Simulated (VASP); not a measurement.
Here is a VASP 6.6.1 calculation.

File INCAR:

```
SYSTEM = SiHgO4
PREC     = Accurate       ! precision mode
ENCUT    = 520            ! plane-wave cutoff, eV
EDIFF    = 1E-6           ! SCF threshold, eV
ISMEAR   = -1             ! smearing method
SIGMA    = 0.1            ! smearing width, eV
LREAL    = .FALSE.        ! projectors in reciprocal space
LASPH    = .TRUE.         ! aspherical terms in the spheres
NELM     = 100            ! most SCF steps
ALGO     = Normal         ! electronic algorithm
ISIF     = 2              ! what is computed and relaxed
LWAVE    = .FALSE.        ! write WAVECAR
LCHARG   = .TRUE.         ! write CHGCAR
GGA      = PE             ! functional
LELF     = .TRUE.         ! ELF
LVHAR    = .TRUE.       
NBANDS   = 29             ! bands
```

Contents of KPOINTS:

```
regular mesh
0
G
  5 5 5
  0 0 0
```

File POSCAR:

```
SiHgO4
1.0
    0.0000000000      4.8369830000      0.0000000000
    4.8369830000      0.0000000000      0.0000000000
    2.4184910000      2.4184910000     -3.7070140000
Hg Si O
1 1 4
Direct
    0.0000000000      0.0000000000      0.0000000000
    0.7500000000      0.2500000000      0.5000000000
    0.3910000000      0.2690000000      0.7380000000
    0.7310000000      0.1290000000      0.2620000000
    0.8710000000      0.9930000000      0.7380000000
    0.0070000000      0.6090000000      0.2620000000
```

Potentials or basis: VASP PAW PBE potentials, release 64 (Hg, Si, O).

The run is started by

```console
$ cat potpaw_PBE.64/Hg/POTCAR potpaw_PBE.64/Si/POTCAR potpaw_PBE.64/O/POTCAR > POTCAR
$ mpirun -np 1 vasp_std > vasp.out
```

**Question.** Predict the largest force.

**Answer.** 14.026 eV/Å.

**Question.** Estimate the band gap on the k mesh.

**Answer.** Zero (bands 20 and 21 overlap by 0.20 eV).

**Question.** Estimate the pressure.

**Answer.** 71.4 GPa.

Forces in eV/Å, atoms in the order of the input:
```
Hg    0.000   0.000   0.000
Si    0.000   0.000   0.000
O     6.081  10.196   7.470
O    10.196  -6.081  -7.470
O    -6.081 -10.196   7.470
O   -10.196   6.081  -7.470
```

Caveat: the stress differs along the axes, from 67 to 73 GPa; spin-orbit coupling is left out, which moves the levels of the heavy elements; forces of over 1 eV/Å act on the atoms, so gaps and moduli don't describe the material at rest.
